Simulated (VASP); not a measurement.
# Cd (P6_3/mmc) in VASP: a series of runs, part 2 of 2

VASP 6.6.1. Earlier steps stand in the parts before.

### Step 5. Relaxation of shape and atoms at fixed volume, PBE

This run uses another cell than the first one, of 10.19 Å³/atom, 0.450 times its volume.

Input file INCAR:

```
SYSTEM = Cd
PREC = Accurate
ENCUT = 600
EDIFF = 1E-6
ISMEAR = -1
SIGMA = 0.08
LREAL = .False.
LASPH = .True.
NELM = 100
ALGO = Normal
ISIF = 4
LWAVE = .False.
LCHARG = .False.
GGA = PE
IBRION = 2
NSW = 50
EDIFFG = -0.005
```

Input file KPOINTS:

```
regular mesh
0
Gamma
  15 15 8
  0 0 0
```

Input file POSCAR:

```
Cd
1.0
    2.4551224441      0.0000000000      0.0000000000
   -1.2275612221      2.1261984060      0.0000000000
    0.0000000000      0.0000000000      3.9050921029
Cd
2
Direct
    0.3333333333      0.6666666667      0.2500000000
    0.6666666667      0.3333333333      0.7500000000
```

Potentials or basis: VASP PAW PBE potentials, release 64 (Cd).

The run is started by

```bash
> cat potpaw_PBE.64/Cd/POTCAR > POTCAR
> mpirun -np 1 vasp_std > vasp.out
```

OUTCAR:

```text
SYSTEM = Cd
   PREC = Accurate
   ENCUT = 600
   EDIFF = 1E-6
   ISMEAR = -1
   LREAL = .False.
   LASPH = .True.
   NELM = 100
   ISIF = 4
   GGA = PE
   IBRION = 2
   NSW = 50
   EDIFFG = -0.005

 ion  position               nearest neighbor table
   1  0.333  0.667  0.250-   2 2.41   2 2.41   2 2.41   2 2.41   2 2.41   2 2.41   2 3.44   2 3.44
                             2 3.44   2 3.44   2 3.44   2 3.44
   2  0.667  0.333  0.750-   1 2.41   1 2.41   1 2.41   1 2.41   1 2.41   1 2.41   1 3.44   1 3.44
                             1 3.44   1 3.44   1 3.44   1 3.44

  LATTYP: Found a hexagonal cell.
 ALAT       =     2.4551224441
 C/A-ratio  =     1.5905895497

  Lattice vectors:

 A1 = (   2.4551224441,   0.0000000000,   0.0000000000)
 A2 = (  -1.2275612221,   2.1261984060,   0.0000000000)
 A3 = (   0.0000000000,   0.0000000000,   3.9050921029)

Analysis of symmetry for initial positions (statically):
=====================================================================
 Subroutine PRICEL returns:
 Original cell was already a primitive cell.

 Routine SETGRP: Setting up the symmetry group for a
 hexagonal supercell.

 Subroutine GETGRP returns: Found 24 space group operations
 (whereof 12 operations were pure point group operations)
 out of a pool of 24 trial point group operations.

The static configuration has the point symmetry D_3d.
 The point group associated with its full space group is D_6h.

Analysis of symmetry for dynamics (positions and initial velocities):
=====================================================================
 Subroutine PRICEL returns:
 Original cell was already a primitive cell.

 Routine SETGRP: Setting up the symmetry group for a
 hexagonal supercell.

 Subroutine GETGRP returns: Found 24 space group operations
 (whereof 12 operations were pure point group operations)
 out of a pool of 24 trial point group operations.

The dynamic configuration has the point symmetry D_3d.
 The point group associated with its full space group is D_6h.

 Subroutine INISYM returns: Found 24 space group operations
 (whereof 12 operations are pure point group operations),
 and found     1 'primitive' translations

----------------------------------------------------------------------------------------

                                     Primitive cell

  volume of cell :      20.3849

  direct lattice vectors                    reciprocal lattice vectors
     2.455122444  0.000000000  0.000000000     0.407311661  0.235161497  0.000000000
    -1.227561222  2.126198406  0.000000000     0.000000000  0.470322994  0.000000000
     0.000000000  0.000000000  3.905092103     0.000000000  0.000000000  0.256075906

  length of vectors
     2.455122444  2.455122444  3.905092103     0.470322994  0.470322994  0.256075906

  position of ions in fractional coordinates (direct lattice)
     0.333333333  0.666666667  0.250000000
     0.666666667  0.333333333  0.750000000

  ion indices of the primitive-cell ions
   primitive index   ion index
                 1           1
                 2           2

----------------------------------------------------------------------------------------

 KPOINTS: regular mesh

[... 50 lines left out ...]
   number of dos      NEDOS =    301   number of ions     NIONS =      2
   total plane-waves  NPLWV =  12800
   dimension x,y,z NGX =    20 NGY =   20 NGZ =   32
   dimension x,y,z NGXF=    40 NGYF=   40 NGZF=   64
   ions per type =               2
   NGX,Y,Z   is equivalent  to a cutoff of  13.54, 13.54, 13.62 a.u.
   NGXF,Y,Z  is equivalent  to a cutoff of  27.09, 27.09, 27.25 a.u.
 SYSTEM =  Cd
   PREC   = accura    normal or accurate (medium, high low for compatibility)
   ISTART =      0    job   : 0-new  1-cont  2-samecut
   ICHARG =      2    charge: 1-file 2-atom 10-const
   ISPIN  =      1    spin polarized calculation?
   LNONCOLLINEAR =      F non collinear calculations
   LSORBIT =      F    spin-orbit coupling
   LASPH  =      T    aspherical Exc in radial PAW
   ENCUT  =  600.0 eV  44.10 Ry    6.64 a.u.   4.90  4.90  7.80*2*pi/ulx,y,z
   NELM   =    100;   NELMIN=  2; NELMDL= -5     # of ELM steps
   EDIFF  = 0.1E-05   stopping-criterion for ELM
   LREAL  =      F    real-space projection
   EDIFFG = -.5E-02   stopping-criterion for IOM
   NSW    =     50    number of steps for IOM
   IBRION =      2    ionic relax: 0-MD 1-quasi-New 2-CG
   NFREE  =      1    steps in history (QN), initial steepest desc. (CG)
   ISIF   =      4    stress and relaxation
   ISYM   =      2    0-nonsym 1-usesym 2-fastsym
   POTIM  = 0.5000    time-step for ionic-motion
   TEBEG  =    0.0;   TEEND  =   0.0 temperature during run
   PSTRESS=    0.0 pullay stress
   NELECT =      24.0000    total number of electrons
   NUPDOWN=      -1.0000    fix difference up-down
   EMIN   =  10.00;   EMAX   =-10.00  energy-range for DOS
   EFERMI =   0.00;   METHOD = LEGACY
   ISMEAR =    -1;   SIGMA  =   0.08  broadening in eV -4-tet -1-fermi 0-gaus
   EFERMI_NEDOS =   21; number of points for ismear=-14 and -15
   IALGO  =     38    algorithm
   IMIX   =      4    mixing-type and parameters
     AMIX     =   0.40;   BMIX     =  1.00
     AMIX_MAG =   1.60;   BMIX_MAG =  1.00
  volume/ion in A,a.u.               =      10.19        68.78
  Fermi-wavevector in a.u.,A,eV,Ry     =   1.728658  3.266691 40.657742  2.988260
  Thomas-Fermi vector in A             =   2.803551
   LORBIT       =      0    0 simple, 1 ext, 2 COOP (PROOUT), +10 PAW based schemes
   GGA     = PE    functional components
   LHFCALC =     F    Hartree Fock is set to
   AEXX    =    0.0000 exact exchange contribution
   IVDW    =     0    specifies the selected vdW correction
   LEPSILON=     F    determine dielectric tensor
   LRPA    =     F    only Hartree local field effects (RPA)
 conjugate gradient relaxation of ions
 non-spin polarized calculation
  energy-cutoff  :      600.00
  volume of cell :       20.38
 maximum number of plane-waves:       699
 NGX is ok and might be reduce to    20
   NGX =  9   NGY =  9   NGZ = 15

--------------------------------------- Ionic step        1  -------------------------------------------

 number of electron      23.9999998 magnetization

 Free energy of the ion-electron system (eV)
  ---------------------------------------------------
  ext. energy  EPLUGINS =         0.00000000
  ---------------------------------------------------
  free energy    TOTEN  =         9.87364694 eV

  energy without entropy =        9.87811964  energy(sigma->0) =        9.87588329

------------------------ aborting loop because EDIFF is reached ----------------------------------------

  FORCE on cell =-STRESS in cart. coord.  units (eV):
  Direction    XX          YY          ZZ          XY          YZ          ZX
  --------------------------------------------------------------------------------------
  -------------------------------------------------------------------------------------
  Total       43.0177879     43.0177879     44.4475264     -0.0000000      0.0000000      0.0000000
  in kB     3381.0409436   3381.0409437   3493.4131641     -0.0000001      0.0000000      0.0000000
  external PRESSURE =    3418.4983505 kB  Pullay stress =       0.0000000 kB
[... 59 lines left out ...]
--------------------------------------- Ionic step        3  -------------------------------------------

 number of electron      24.0000004 magnetization

 Free energy of the ion-electron system (eV)
  ---------------------------------------------------
  ext. energy  EPLUGINS =         0.00000000
  ---------------------------------------------------
  free energy    TOTEN  =         9.86349895 eV

  energy without entropy =        9.86805612  energy(sigma->0) =        9.86577753

 E-fermi :  13.4366     XC(G=0): -15.6562

 val. band max:       13.3995976169   @ k =   0.2667   0.2667   0.1250
 cond. band min:      13.4380440709   @ k =   0.2000   0.0000   0.0000
 fundamental gap:      0.0384464540
 Fermi energy:        13.4366376742

 k-point     1 :       0.0000    0.0000    0.0000
  band No.  band energies     occupation
      1      -5.2630      2.00000
      2      -4.6070      2.00000
      3      -1.8633      2.00000
      4      -1.7476      2.00000
      5      -1.7476      2.00000
      6      -1.2504      2.00000
[... 433 lines left out ...]
      3      -3.1141      2.00000
      4      -2.0582      2.00000
      5      -1.4521      2.00000
      6      -1.3446      2.00000
[... 8 lines left out ...]
     15      18.5649      0.00000
     16      21.4577      0.00000

 [... further k-points ...]

------------------------ aborting loop because EDIFF is reached ----------------------------------------

  FORCE on cell =-STRESS in cart. coord.  units (eV):
  Direction    XX          YY          ZZ          XY          YZ          ZX
  --------------------------------------------------------------------------------------
  -------------------------------------------------------------------------------------
  Total       43.5331427     43.5331427     43.5202776     -0.0000000      0.0000000      0.0000000
  in kB     3421.5459461   3421.5459462   3420.5348013     -0.0000002      0.0000000      0.0000000
  external PRESSURE =    3421.2088979 kB  Pullay stress =       0.0000000 kB
[... 17 lines left out ...]
  FREE ENERGIE OF THE ION-ELECTRON SYSTEM (eV)
  ---------------------------------------------------
  free  energy   TOTEN  =         9.8634989475 eV

  energy  without entropy=        9.8680561195  energy(sigma->0) =        9.86577753

 reached required accuracy - stopping structural energy minimisation
```

OSZICAR:

```text
N       E                     dE             d eps       ncg     rms          rms(c)
DAV:   1     0.209844462070E+03    0.20984E+03   -0.16063E+04  4328   0.197E+03
DAV:   2     0.120735921745E+02   -0.19777E+03   -0.19551E+03  4392   0.450E+02
DAV:   3     0.944800110527E+01   -0.26256E+01   -0.26231E+01  5352   0.625E+01
[... 19 lines left out ...]
DAV:   2     0.985593046099E+01    0.16450E-01   -0.11967E-02  4720   0.166E+00    0.481E-01
DAV:   3     0.986356267831E+01    0.76322E-02   -0.10942E-02  4720   0.126E+00    0.157E-01
DAV:   4     0.986349274253E+01   -0.69936E-04   -0.10294E-03  4720   0.425E-01    0.622E-02
DAV:   5     0.986349875614E+01    0.60136E-05   -0.45260E-06  5184   0.347E-02    0.621E-03
DAV:   6     0.986349894753E+01    0.19139E-06   -0.82420E-07  2616   0.110E-02
   3 F= 0.98634989E+01 E0= 0.98657775E+01  d E =-.101480E-01
```

It took 75 s on 1 thread of Oxide Virtual Turin-like, shared host; peak memory 0.13 GiB.

What came out:

```yaml
Free_energy: 9.8635 eV
Energy_gained_by_relaxing: 5.1 meV/atom
Ionic_steps: 3
Pressure_after_relaxing: 342.1 GPa
Band_gap_on_the_k_mesh: zero (band 12 reaches 14.39 eV, above the bottom of band 13 at 11.60 eV)
```

Stress tensor (GPa, compression positive):
```
342.15   0.00   0.00
  0.00 342.15   0.00
  0.00   0.00 342.05
```

The path:
```csv
step,energy change (eV),largest force (eV/Å),pressure (GPa),volume (Å³)
1,0.0000,0.0000,341.85,20.38
2,-0.0025,0.0000,342.43,20.38
3,-0.0101,0.0000,342.12,20.38
```

Final structure:
```cif
data_structure
_symmetry_space_group_name_H-M 'P 1'
_symmetry_Int_Tables_number 1
_cell_length_a 2.4392
_cell_length_b 2.4392
_cell_length_c 3.9561
_cell_angle_alpha 90.000
_cell_angle_beta 90.000
_cell_angle_gamma 120.000
_cell_volume 20.38
loop_
_atom_site_label
_atom_site_type_symbol
_atom_site_fract_x
_atom_site_fract_y
_atom_site_fract_z
_atom_site_occupancy
Cd1 Cd 0.33333 0.66667 0.25000 1
Cd2 Cd 0.66667 0.33333 0.75000 1
```

Levels at points of the mesh, in eV from the Fermi level:
```tsv
k point	band 10	band 11	band 12	band 13	band 14	band 15
(0.00, 0.00, 0.00)	-11.99	-11.99	-8.24	-0.17	12.88	16.22
(0.00, 0.00, 0.50)	-12.61	-12.61	-12.61	9.25	9.25	13.85
```

### Step 6. Relaxation of shape and atoms at fixed volume, PBE

This run uses another cell than the first one, of 12.46 Å³/atom, 0.550 times its volume.

INCAR: that of step 5 with these lines changed.

```diff
@@ -3,3 +3,3 @@
 ENCUT = 600
-EDIFF = 1E-6
+EDIFF = 1E-7
 ISMEAR = -1
@@ -8,3 +8,3 @@
 LASPH = .True.
-NELM = 100
+NELM = 80
 ALGO = Normal
```

Input file KPOINTS:

```
Automatic mesh
0
Gamma
  15 15 8
  0 0 0
```

Input file POSCAR:

```
Cd
1.0
    2.6249631746      0.0000000000      0.0000000000
   -1.3124815873      2.2732847932      0.0000000000
    0.0000000000      0.0000000000      4.1752389939
Cd
2
Direct
    0.3333333333      0.6666666667      0.2500000000
    0.6666666667      0.3333333333      0.7500000000
```

Potentials or basis: VASP PAW PBE potentials, release 64 (Cd).

The run is started by

```bash
> cat potpaw_PBE.64/Cd/POTCAR > POTCAR
> mpirun -np 1 vasp_std > vasp.out
```

Run time: 5.8 min. Hardware: 1 thread of Oxide Virtual Turin-like, shared host; peak memory 0.16 GiB.

It converged, with:

| Quantity | Value |
| --- | --- |
| Free energy | 3.3800 eV |
| Energy gained by relaxing | 6.4 meV/atom |
| Ionic steps | 15 |
| Pressure after relaxing | 146.2 GPa |
| Band gap on the k mesh | zero (band 12 reaches 10.74 eV, above the bottom of band 13 at 8.13 eV) |

Stress tensor (GPa, compression positive):
```
146.21   0.00   0.00
  0.00 146.21   0.00
  0.00   0.00 146.29
```

The path:
```
step  energy change (eV)  largest force (eV/Å)  pressure (GPa)  volume (Å³)
   1              0.0000                0.0000          146.32        24.91
   2             -0.0080                0.0000          146.35        24.91
   3             -0.0128                0.0000          146.23        24.91
   4             -0.0128                0.0000          146.23        24.91
   5             -0.0128                0.0000          146.23        24.91
   6             -0.0128                0.0000          146.23        24.91
   7             -0.0128                0.0000          146.23        24.91
   8             -0.0128                0.0000          146.23        24.91
   9             -0.0128                0.0000          146.23        24.91
  10             -0.0128                0.0000          146.23        24.91
  11             -0.0128                0.0000          146.23        24.91
  12             -0.0128                0.0000          146.23        24.91
  13             -0.0128                0.0000          146.23        24.91
  14             -0.0128                0.0000          146.23        24.91
  15             -0.0128                0.0000          146.23        24.91
```

Final structure:
```
Cd
1.0
     2.60472    0.00000    0.00000
    -1.30236    2.25575    0.00000
     0.00000    0.00000    4.24040
Cd
2
Direct
  0.33333 0.66667 0.25000
  0.66667 0.33333 0.75000
```

Levels at points of the mesh, in eV from the Fermi level:
| k point | band 10 | band 11 | band 12 | band 13 | band 14 | band 15 |
| --- | --- | --- | --- | --- | --- | --- |
| (0.00, 0.00, 0.00) | -10.52 | -10.52 | -6.21 | -0.63 | 13.64 | 16.42 |
| (0.00, 0.00, 0.50) | -10.96 | -10.96 | -10.96 | 8.51 | 8.51 | 14.25 |

### Step 7. The runs side by side

```csv
task,cell,cutoff (eV),gap on the mesh (eV),pressure (GPa)
single point,"a = 3.204, b = 3.204, c = 5.096 Å, angles 90.0, 90.0, 120.0°, 2 atoms",520,none,0.2
relaxation of shape and atoms at fixed volume,"relaxed from a = 2.361, b = 2.361, c = 3.755 Å, angles 90.0, 90.0, 120.0°, 2 atoms",600,none,542.3
relaxation of shape and atoms at fixed volume,"relaxed from a = 2.455, b = 2.455, c = 3.905 Å, angles 90.0, 90.0, 120.0°, 2 atoms",600,none,342.1
relaxation of shape and atoms at fixed volume,"relaxed from a = 2.625, b = 2.625, c = 4.175 Å, angles 90.0, 90.0, 120.0°, 2 atoms",600,none,146.2
```

Alike in all rows: level PBE; potentials or basis VASP PAW PBE potentials, release 64 (Cd); no spin polarisation; k mesh 15 × 15 × 8; smearing fermi-dirac 0.08 eV.

Absolute energies hang on the potentials; compare differences alone.
